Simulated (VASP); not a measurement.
# InAs (Fm-3m) in VASP: notebook

The runs below take InAs through single point, with r2SCAN.

Program: VASP 6.6.1. These are calculated values, not measurements. Logs are shortened: lines on timing, memory, paths and dates and some standing lists are left out, and cuts for length are marked.

### Step 1. The cell of the first run

It takes space group Fm-3m (No. 225, cubic). The conventional cell has a = 5.657 Å, b = 5.657 Å, c = 5.657 Å, α = 90.00°, β = 90.00°, γ = 90.00°. Within 3.7 Å of In (site symmetry m-3m) lie 6 As at 2.83 Å. As (site symmetry m-3m) has 6 In at 2.83 Å within 3.7 Å.

### Step 2. Single point, r2SCAN

POSCAR

```
InAs
1.0
    0.0000000000      2.8285267125      2.8285267125
    2.8285267125      0.0000000000      2.8285267125
    2.8285267125      2.8285267125      0.0000000000
In As
1 1
Direct
    0.5000000000      0.5000000000      0.5000000000
    0.0000000000      0.0000000000      0.0000000000
```

INCAR.step1

```
SYSTEM = InAs
ALGO = Normal ; EDIFF = 1E-4
ENCUT = 520 ; GGA = PE
ISMEAR = 0 ; LASPH = .TRUE.
LCHARG = .FALSE. ; LREAL = .FALSE.
LWAVE = .TRUE. ; NBANDS = 16
NELM = 80 ; PREC = Accurate
SIGMA = 0.1
```

INCAR.step2

```
SYSTEM = InAs
ALGO = Normal ; EDIFF = 1E-6
ENCUT = 520 ; ISIF = 2
ISMEAR = 0 ; ISTART = 1
LASPH = .TRUE. ; LCHARG = .FALSE.
LMIXTAU = .TRUE. ; LREAL = .FALSE.
LWAVE = .FALSE. ; METAGGA = R2SCAN
NBANDS = 16 ; NELM = 80
PREC = Accurate ; SIGMA = 0.1
```

KPOINTS

```
k-points
0
G
  6 6 6
  0 0 0
```

Potentials or basis: VASP PAW PBE potentials, release 64 (In_d, As).

Run with:

```sh
cat potpaw_PBE.64/In_d/POTCAR potpaw_PBE.64/As/POTCAR > POTCAR
cp INCAR.step1 INCAR
mpirun -np 1 vasp_std > vasp.out
cp INCAR.step2 INCAR
mpirun -np 1 vasp_std > vasp.out
```

OUTCAR:

```text
SYSTEM = InAs
   EDIFF = 1E-6
   ENCUT = 520
   ISIF = 2
   ISMEAR = 0
   ISTART = 1
   LASPH = .TRUE.
   LREAL = .FALSE.
   METAGGA = R2SCAN
   NELM = 80
   PREC = Accurate

 ion  position               nearest neighbor table
   1  0.500  0.500  0.500-   2 2.83   2 2.83   2 2.83   2 2.83   2 2.83   2 2.83
   2  0.000  0.000  0.000-   1 2.83   1 2.83   1 2.83   1 2.83   1 2.83   1 2.83

  LATTYP: Found a face centered cubic cell.
 ALAT       =     5.6570534250

  Lattice vectors:

 A1 = (   0.0000000000,   2.8285267125,   2.8285267125)
 A2 = (   2.8285267125,   0.0000000000,   2.8285267125)
 A3 = (   2.8285267125,   2.8285267125,   0.0000000000)

Analysis of symmetry for initial positions (statically):
=====================================================================
 Subroutine PRICEL returns:
 Original cell was already a primitive cell.

 Routine SETGRP: Setting up the symmetry group for a
 face centered cubic supercell.

 Subroutine GETGRP returns: Found 48 space group operations
 (whereof 48 operations were pure point group operations)
 out of a pool of 48 trial point group operations.

The static configuration has the point symmetry O_h .

Analysis of symmetry for dynamics (positions and initial velocities):
=====================================================================
 Subroutine PRICEL returns:
 Original cell was already a primitive cell.

 Routine SETGRP: Setting up the symmetry group for a
 face centered cubic supercell.

 Subroutine GETGRP returns: Found 48 space group operations
 (whereof 48 operations were pure point group operations)
 out of a pool of 48 trial point group operations.

The dynamic configuration has the point symmetry O_h .

 Subroutine INISYM returns: Found 48 space group operations
 (whereof 48 operations are pure point group operations),
 and found     1 'primitive' translations

----------------------------------------------------------------------------------------

                                     Primitive cell

  volume of cell :      45.2596

  direct lattice vectors                    reciprocal lattice vectors
     0.000000000  2.828526712  2.828526712    -0.176770471  0.176770471  0.176770471
     2.828526712  0.000000000  2.828526712     0.176770471 -0.176770471  0.176770471
     2.828526712  2.828526712  0.000000000     0.176770471  0.176770471 -0.176770471

  length of vectors
     4.000140838  4.000140838  4.000140838     0.306175438  0.306175438  0.306175438

  position of ions in fractional coordinates (direct lattice)
[... 70 lines left out ...]
   EDIFF  = 0.1E-05   stopping-criterion for ELM
   LREAL  =      F    real-space projection
   EDIFFG = 0.1E-04   stopping-criterion for IOM
   NSW    =      0    number of steps for IOM
   IBRION =     -1    ionic relax: 0-MD 1-quasi-New 2-CG
   NFREE  =      0    steps in history (QN), initial steepest desc. (CG)
   ISIF   =      2    stress and relaxation
   ISYM   =      2    0-nonsym 1-usesym 2-fastsym
   POTIM  = 0.5000    time-step for ionic-motion
   TEBEG  =    0.0;   TEEND  =   0.0 temperature during run
   PSTRESS=    0.0 pullay stress
   NELECT =      18.0000    total number of electrons
   NUPDOWN=      -1.0000    fix difference up-down
   EMIN   =  10.00;   EMAX   =-10.00  energy-range for DOS
   EFERMI =   0.00;   METHOD = LEGACY
   ISMEAR =     0;   SIGMA  =   0.10  broadening in eV -4-tet -1-fermi 0-gaus
   EFERMI_NEDOS =   21; number of points for ismear=-14 and -15
   IALGO  =     38    algorithm
   IMIX   =      4    mixing-type and parameters
     AMIX     =   0.40;   BMIX     =  1.00
     AMIX_MAG =   1.60;   BMIX_MAG =  1.00
  volume/ion in A,a.u.               =      22.63       152.71
  Fermi-wavevector in a.u.,A,eV,Ry     =   1.203914  2.275067 19.720398  1.449408
  Thomas-Fermi vector in A             =   2.339654
   LORBIT       =      0    0 simple, 1 ext, 2 COOP (PROOUT), +10 PAW based schemes
   METAGGA = R2SCAN    functional components
   LHFCALC =     F    Hartree Fock is set to
   AEXX    =    0.0000 exact exchange contribution
   IVDW    =     0    specifies the selected vdW correction
   LEPSILON=     F    determine dielectric tensor
   LRPA    =     F    only Hartree local field effects (RPA)
 non-spin polarized calculation
 Gauss-broadening in eV      SIGMA  =   0.10
  energy-cutoff  :      520.00
  volume of cell :       45.26
 maximum number of plane-waves:      1243
 NGX is ok and might be reduce to    30
   NGX = 15   NGY = 15   NGZ = 15

 number of electron      17.9999991 magnetization

 Free energy of the ion-electron system (eV)
  ---------------------------------------------------
  ext. energy  EPLUGINS =         0.00000000
  ---------------------------------------------------
  free energy    TOTEN  =       -37.59713432 eV

  energy without entropy =      -37.58794930  energy(sigma->0) =      -37.59254181

 E-fermi :   6.3180     XC(G=0): -10.9249

 val. band max:        6.3113510992   @ k =   0.3333   0.0000   0.0000
 cond. band min:       6.4839609331   @ k =   0.5000   0.0000   0.0000
 fundamental gap:      0.1726098339
 Fermi energy:         6.3180458262

 k-point     1 :       0.0000    0.0000    0.0000
  band No.  band energies     occupation
      1      -8.5731      2.00000
      2      -8.5731      2.00000
      3      -8.5355      2.00000
      4      -8.5355      2.00000
      5      -8.5355      2.00000
      6      -6.6131      2.00000
[... 281 lines left out ...]
      3      -8.5480      2.00000
      4      -8.4792      2.00000
      5      -8.4411      2.00000
      6      -3.6355      2.00000
[... 8 lines left out ...]
     15      19.1495      0.00000
     16      21.6530      0.00000

------------------------ aborting loop because EDIFF is reached ----------------------------------------

  FORCE on cell =-STRESS in cart. coord.  units (eV):
  Direction    XX          YY          ZZ          XY          YZ          ZX
  --------------------------------------------------------------------------------------
  -------------------------------------------------------------------------------------
  Total        0.3601390      0.3601390      0.3601390     -0.0000000     -0.0000000     -0.0000000
  in kB       12.7488175     12.7488175     12.7488175     -0.0000000     -0.0000000     -0.0000000
  external PRESSURE =      12.7488175 kB  Pullay stress =       0.0000000 kB

 VOLUME and BASIS-vectors are now :
 -----------------------------------------------------------------------------
  energy-cutoff  :      520.00
  volume of cell :       45.26
      direct lattice vectors                 reciprocal lattice vectors
     0.000000000  2.828526712  2.828526712    -0.176770471  0.176770471  0.176770471
     2.828526712  0.000000000  2.828526712     0.176770471 -0.176770471  0.176770471
     2.828526712  2.828526712  0.000000000     0.176770471  0.176770471 -0.176770471

 POSITION                                       TOTAL-FORCE (eV/Angst)
 -----------------------------------------------------------------------------------
      2.82853      2.82853      2.82853        -0.000000     -0.000000     -0.000000
      0.00000      0.00000      0.00000         0.000000      0.000000      0.000000
 -----------------------------------------------------------------------------------
    total drift:                                0.000000      0.000000      0.000000

  FREE ENERGIE OF THE ION-ELECTRON SYSTEM (eV)
  ---------------------------------------------------
  free  energy   TOTEN  =       -37.5971343191 eV

  energy  without entropy=      -37.5879493003  energy(sigma->0) =      -37.59254181
```

It took 45 s on 1 thread of AMD EPYC 7R43 (Zen 3), shared host; peak memory 0.14 GiB.

What came out:

```yaml
Free_energy: -37.5971 eV
Pressure: 1.3 GPa
Band_gap_on_the_k_mesh: zero (band 9 reaches 6.68 eV, above the bottom of band 10 at 3.83 eV)
```

Levels at points of the mesh, in eV from the Fermi level:
```
           k point  band 7  band 8  band 9  band 10  band 11  band 12
(0.00, 0.00, 0.00)   -0.28   -0.28   -0.28     0.18     7.70     7.70
(0.50, 0.00, 0.00)   -6.93    0.17    0.17     2.66     3.61     3.61
(0.50, 0.50, 0.00)   -5.14   -2.72   -2.49    -2.49     4.22    10.32
```

Caveat: the PAW data sets were made with another functional, which shifts forces and pressure a little; spin-orbit coupling is left out, which moves the levels of the heavy elements.

### Step 3. Single point, r2SCAN

This run uses another cell than the first one, of 23.23 Å³/atom, 1.026 times its volume.

POSCAR

```
InAs
1.0
    0.0000000000      2.8531238316      2.8531238316
    2.8531238316      0.0000000000      2.8531238316
    2.8531238316      2.8531238316      0.0000000000
In As
1 1
Direct
    0.5000000000      0.5000000000      0.5000000000
    0.0000000000      0.0000000000      0.0000000000
```

INCAR.step1

```
PREC     = Accurate       # precision mode
ENCUT    = 520            # plane-wave cutoff, eV
ISMEAR   = 0              # smearing method
SIGMA    = 0.1            # smearing width, eV
LREAL    = F              # projectors in reciprocal space
LASPH    = T              # aspherical terms in the spheres
NELM     = 60             # most SCF steps
NBANDS   = 16             # bands
GGA      = PE             # functional
ALGO     = Normal         # electronic algorithm
EDIFF    = 1E-4           # SCF threshold, eV
LWAVE    = T              # write WAVECAR
LCHARG   = F              # write CHGCAR
```

INCAR.step2

```
PREC     = Accurate       # precision mode
ENCUT    = 520            # plane-wave cutoff, eV
EDIFF    = 1E-6           # SCF threshold, eV
ISMEAR   = 0              # smearing method
SIGMA    = 0.1            # smearing width, eV
LREAL    = F              # projectors in reciprocal space
LASPH    = T              # aspherical terms in the spheres
NELM     = 60             # most SCF steps
ALGO     = Normal         # electronic algorithm
ISIF     = 2              # what is computed and relaxed
LWAVE    = F              # write WAVECAR
LCHARG   = F              # write CHGCAR
METAGGA  = R2SCAN         # meta-GGA
LMIXTAU  = T            
NBANDS   = 16             # bands
ISTART   = 1
```

KPOINTS

```
Automatic mesh
0
Gamma
  6 6 6
```

Potentials or basis: VASP PAW PBE potentials, release 64 (In_d, As).

Run with:

```sh
cat potpaw_PBE.64/In_d/POTCAR potpaw_PBE.64/As/POTCAR > POTCAR
cp INCAR.step1 INCAR
mpirun -np 1 vasp_std > vasp.out
cp INCAR.step2 INCAR
mpirun -np 1 vasp_std > vasp.out
```

Run time: 45 s. Hardware: 1 thread of AMD EPYC 7R43 (Zen 3), shared host; peak memory 0.13 GiB.

It converged, with:

```
Free energy            : -37.6001 eV
Pressure               : -0.5 GPa
Band gap on the k mesh : zero (band 9 reaches 6.37 eV, above the bottom of band 10 at 3.62 eV)
```

Levels at points of the mesh, in eV from the Fermi level:
```csv
k point,band 5,band 6,band 7,band 8,band 9,band 10,band 11,band 12,band 13,band 14
"(0.00, 0.00, 0.00)",-14.82,-12.74,-0.26,-0.26,-0.26,-0.03,7.68,7.68,7.68,8.20
"(0.50, 0.00, 0.00)",-14.76,-10.94,-6.79,0.16,0.16,2.63,3.60,3.60,5.03,11.62
"(0.50, 0.50, 0.00)",-14.74,-9.92,-4.98,-2.74,-2.40,-2.40,4.26,10.09,10.09,11.06
```

Caveat: the PAW data sets were made with another functional, which shifts forces and pressure a little; spin-orbit coupling is left out, which moves the levels of the heavy elements.
